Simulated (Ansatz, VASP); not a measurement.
# MoS2 in VASP and in Ansatz

INCAR

```
ALGO = Normal
EDIFF = 1E-6
EDIFFG = -0.002
ENCUT = 520
IBRION = 2
ISIF = 2
ISMEAR = 0
LASPH = T
LCHARG = F
LREAL = F
LWAVE = F
NELM = 80
NSW = 50
PREC = Accurate
SIGMA = 0.01
```

File KPOINTS:

```
k-points
0
Gamma
  8 8 8
```

Contents of POSCAR:

```
MoS2
1.0
    1.5631445631      0.9024819343      6.0205454126
   -1.5631445631      0.9024819343      6.0205454126
    0.0000000000     -1.8049638686      6.0205454126
Mo S
1 2
Direct
    0.0000849214      0.0000849214      0.0000849214
    0.2471019553      0.2471019553      0.2471019553
    0.4198131232      0.4198131232      0.4198131232
```

Input for Ansatz:

```yaml
crystal:
  lattice:
    - [1.56314456313, 0.9024819343, 6.02054541261]
    - [-1.56314456313, 0.9024819343, 6.02054541261]
    - [0.0, -1.80496386861, 6.02054541261]
  atoms:
    - { symbol: Mo, position: [8.4921425e-05, 8.4921425e-05, 8.4921425e-05] }
    - { symbol: S, position: [0.247101955347, 0.247101955347, 0.247101955347] }
    - { symbol: S, position: [0.419813123228, 0.419813123228, 0.419813123228] }
kpoints:
  mp_grid: { grid: [8, 8, 8] }
scf:
  occupations: { method: fixed }
  convergence: { dr2_threshold: 1.0e-10 }
hamiltonian:
  xc: lda
  pseudopotentials: { kind: all_electron, lapw: { basis_error: 0.0005 } }
output:
  forces: true
  stress: true
  eigenstates:
    kpoints:
      - [0.0, 0.0, 0.0]
      - [-1.0e-09, -0.184342668, 0.184342667]
      - [-0.184342668, -1.0e-09, 0.184342667]
      - [-0.184342668, 0.184342667, -1.0e-09]
      - [-0.164041739, 0.500000032, 0.164041804]
      - [-0.164041739, 0.164041804, 0.500000032]
      - [0.500000032, -0.164041739, 0.164041804]
      - [0.5, 0.5, 0.5]
      - [0.0, 0.0, 0.5]
      - [0.0, 0.5, 0.0]
      - [0.5, 0.0, 0.0]
      - [0.5, 0.0, 0.5]
      - [0.5, 0.5, 0.0]
      - [0.0, 0.5, 0.5]
relax:
  f_tol: 0.002
  max_steps: 30
```

Change from the starting cell: z stretched by +0.5 %, x and y held.

Alike in both runs: task relaxation of the atoms; functional LDA; k mesh 8 × 8 × 8; no spin polarisation.

|  | VASP | Ansatz |
| --- | --- | --- |
| version | VASP 6.6.1 | Ansatz 0.2.0 |
| potentials or method | VASP PAW LDA potentials, release 64 (Mo_sv, S), cutoff 520 eV | all-electron LAPW, scalar-relativistic |
| occupations | gaussian, width 0.01 eV | fixed |

```csv
,VASP,Ansatz,Ansatz less VASP
"gap on the k mesh at the Fermi level, each at its own relaxed structure (eV)",0.87,0.86,-0.008
```

LDA's correlation is that of Perdew and Zunger in VASP and of Perdew and Wang (1992) in Ansatz. Ansatz ran all-electron here, and VASP with PAW potentials.
